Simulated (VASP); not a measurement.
A run of VASP 6.6.1 is set up as follows.

INCAR

```
SYSTEM = Sn
PREC     = Accurate       ! precision mode
ENCUT    = 600            ! plane-wave cutoff, eV
EDIFF    = 1E-8           ! SCF threshold, eV
ISMEAR   = -1             ! smearing method
SIGMA    = 0.05           ! smearing width, eV
LREAL    = .False.        ! projectors in reciprocal space
LASPH    = .True.         ! aspherical terms in the spheres
NELM     = 60             ! most SCF steps
ALGO     = Normal         ! electronic algorithm
ISIF     = 3              ! what is computed and relaxed
LWAVE    = .False.        ! write WAVECAR
LCHARG   = .False.        ! write CHGCAR
GGA      = CA             ! functional
IBRION   = 6              ! ionic algorithm
NFREE    = 2            
POTIM    = 0.015          ! step
NSW      = 1              ! ionic steps
```

KPOINTS

```
Automatic mesh
0
Gamma
  5 5 5
  0 0 0
```

File POSCAR:

```
Sn
1.0
    0.0000000000      3.2333428000      3.2333428000
    3.2333428000      0.0000000000      3.2333428000
    3.2333428000      3.2333428000      0.0000000000
Sn
2
Direct
    0.7500000000      0.7500000000      0.7500000000
    0.5000000000      0.5000000000      0.5000000000
```

Potentials or basis: VASP PAW LDA potentials, release 64 (Sn_d).

Command:

```bash
$ cat potpaw_LDA.64/Sn_d/POTCAR > POTCAR
$ mpirun -np 1 vasp_std > vasp.out
```

Predict the elastic constants C11, C12, C44.

69, 36, 11 GPa.

Estimate the Voigt bulk modulus.

47 GPa.

Estimate the highest phonon frequency at Γ.

186 cm⁻¹.

Clamped-ion elastic tensor (GPa):
```
69 36 36  0  0  0
36 69 36  0  0  0
36 36 69  0  0  0
 0  0  0 43  0  0
 0  0  0  0 43  0
 0  0  0  0  0 43
```
